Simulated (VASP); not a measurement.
# NaF (Fm-3m) in VASP: a series of runs, part 3 of 3

VASP 6.6.1. Earlier steps stand in the parts before.

**6. Relaxation of cell and atoms, PBE, target pressure 1 GPa, at which the enthalpy is minimised**

This run uses another cell than the first one, of 12.86 Å³/atom, 1.183 times its volume.

File INCAR:

```
SYSTEM = NaF
PREC = Accurate
ENCUT = 600
EDIFF = 1E-7
ISMEAR = 0
SIGMA = 0.02
LREAL = .False.
LASPH = .True.
NELM = 80
ALGO = Normal
ISIF = 3
LWAVE = .False.
LCHARG = .False.
GGA = PE
IBRION = 2
NSW = 70
EDIFFG = -0.008
PSTRESS = 10.0
```

File KPOINTS:

```
regular mesh
0
Gamma
  8 8 8
  0 0 0
```

File POSCAR:

```
NaF
1.0
    0.0000000000      2.3425950101      2.3425950101
    2.3425950101      0.0000000000      2.3425950101
    2.3425950101      2.3425950101      0.0000000000
Na F
1 1
Direct
    0.0000000000      0.0000000000      0.0000000000
    0.5000000000      0.5000000000      0.5000000000
```

Potentials or basis: VASP PAW PBE potentials, release 64 (Na_pv, F).

On the command line:

```console
cat potpaw_PBE.64/Na_pv/POTCAR potpaw_PBE.64/F/POTCAR > POTCAR
mpirun -np 1 vasp_std > vasp.out
```

Wall time 31 s (1 thread of Intel Xeon 6975P-C, shared host); peak memory 0.15 GiB.

Results (log left out):

- Free energy: -8.5692 eV
- Relaxed volume: 12.65 Å³/atom
- Relaxed cell: a = 3.296 Å, b = 3.296 Å, c = 3.296 Å, α = 60.00°, β = 60.00°, γ = 60.00°
- Space group after relaxing (to 0.05 Å): Fm-3m (No. 225)
- Energy change on relaxing (the enthalpy is what falls): +0.8 meV/atom
- Ionic steps: 4
- Pressure after relaxing: 1.0 GPa
- Band gap on the k mesh: 6.21 eV, direct

The path:
```csv
step,energy change (eV),largest force (eV/Å),pressure (GPa),volume (Å³)
1,0.0000,0.0000,0.24,25.71
2,0.0006,0.0000,0.68,25.49
3,0.0012,0.0000,0.90,25.37
4,0.0015,0.0000,1.01,25.31
```

Final structure:
```
CELL_PARAMETERS angstrom
0.00000 2.33034 2.33034
2.33034 0.00000 2.33034
2.33034 2.33034 0.00000
ATOMIC_POSITIONS crystal
Na 0.00000 0.00000 0.00000
F 0.50000 0.50000 0.50000
```

Levels at points of the mesh, in eV from the valence-band top:
```csv
k point,band 4,band 5,band 6,band 7,band 8,band 9,band 10,band 11
"(0.00, 0.00, 0.00)",-19.00,0.00,0.00,0.00,6.21,18.86,18.86,18.86
"(0.50, 0.00, 0.00)",-18.22,-1.55,-0.25,-0.25,10.68,12.32,19.93,19.93
"(0.50, 0.50, 0.00)",-18.90,-1.25,-0.40,-0.40,13.01,13.25,13.44,19.54
```

Caveat: the cell is relaxed towards a set pressure, so the enthalpy falls and the energy may rise. A hybrid or GW would open this gap; PBE tends to underestimate it.

**7. Summary**

```tsv
task	cell	k mesh	cutoff (eV)	gap on the mesh (eV)	pressure (GPa)
single point	a = 3.132 Å, angles 60.0°, 2 atoms	10 × 10 × 10	520	7.10	12.0
relaxation of cell and atoms	relaxed to 4 GPa from a = 3.239 Å, angles 60.0°, 2 atoms	8 × 8 × 8	600	6.49	4.0
relaxation of cell and atoms	relaxed to 90 GPa from a = 2.811 Å, angles 60.0°, 2 atoms	10 × 10 × 10	600	10.15	90.0
relaxation of cell and atoms	relaxed to 1 GPa from a = 3.313 Å, angles 60.0°, 2 atoms	8 × 8 × 8	600	6.21	1.0
```

Alike in all rows: level PBE; potentials or basis VASP PAW PBE potentials, release 64 (Na_pv, F); no spin polarisation; smearing gaussian 0.02 eV.

Caveats: the cell is relaxed towards a set pressure, so the enthalpy falls and the energy may rise (some runs); the relaxation stopped at its first step, so nothing moved (some runs).

Absolute energies hang on the potentials; compare differences alone.
